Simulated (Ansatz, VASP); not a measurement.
# Two plane-wave programs on Ta

File INCAR:

```
SYSTEM = Ta
PREC = Accurate
ENCUT = 520
EDIFF = 1E-6
ISMEAR = -1
SIGMA = 0.15
LREAL = .FALSE.
LASPH = .TRUE.
NELM = 60
ALGO = Normal
ISIF = 2
LWAVE = .FALSE.
LCHARG = .FALSE.
GGA = PE
NBANDS = 12
```

Contents of KPOINTS:

```
Automatic mesh
0
G
  20 20 20
  0 0 0
```

POSCAR

```
Ta
1.0
   -1.6609138578      1.6609138578      1.6609138578
    1.6609138578     -1.6609138578      1.6609138578
    1.6609138578      1.6609138578     -1.6609138578
Ta
1
Direct
    0.0000000000      0.0000000000      0.0000000000
```

Input for Ansatz:

```yaml
crystal:
  lattice:
    - [-1.6609138578, 1.6609138578, 1.6609138578]
    - [1.6609138578, -1.6609138578, 1.6609138578]
    - [1.6609138578, 1.6609138578, -1.6609138578]
  atoms:
    - { symbol: Ta, position: [0.0, 0.0, 0.0] }
basis:
  ecutwfc: 420
kpoints:
  mp_grid: { grid: [20, 20, 20] }
hamiltonian:
  xc: pbe
scf:
  occupations: { method: fermi_dirac, width: 0.15 }
  convergence: { dr2_threshold: 1.0e-06 }
output:
  forces: true
  eigenvalues: true
  stress: true
```

Alike in both runs: task single point; functional PBE; k mesh 20 × 20 × 20; occupations fermi-dirac, width 0.15 eV; no spin polarisation.

|  | VASP | Ansatz |
| --- | --- | --- |
| version | VASP 6.6.1 | Ansatz 0.2.0 |
| potentials or method | VASP PAW PBE potentials, release 64 (Ta_pv), cutoff 520 eV | scalar-relativistic, plane waves, PAW |
| valence electrons in the cell | 11 | 13 |

Ansatz gave:

| Item | Value |
| --- | --- |
| gap on the k mesh at the Fermi level (eV) | none |
| pressure (GPa) | 0.0 |

Task: Estimate VASP's values.

Result: gap on the k mesh at the Fermi level (eV): none; pressure (GPa): 0.1.

A gap of «none» marks a metal or a gap that the smearing closes. With one functional, cell and mesh, what is left measures potentials, basis and numerics. VASP's potentials hold 11 valence electrons a cell and Ansatz's 13, so a difference there can come from the potentials and not from the codes. Ansatz's warnings: force scf threshold loose, stress scf threshold loose.

Spin-orbit coupling is off throughout.
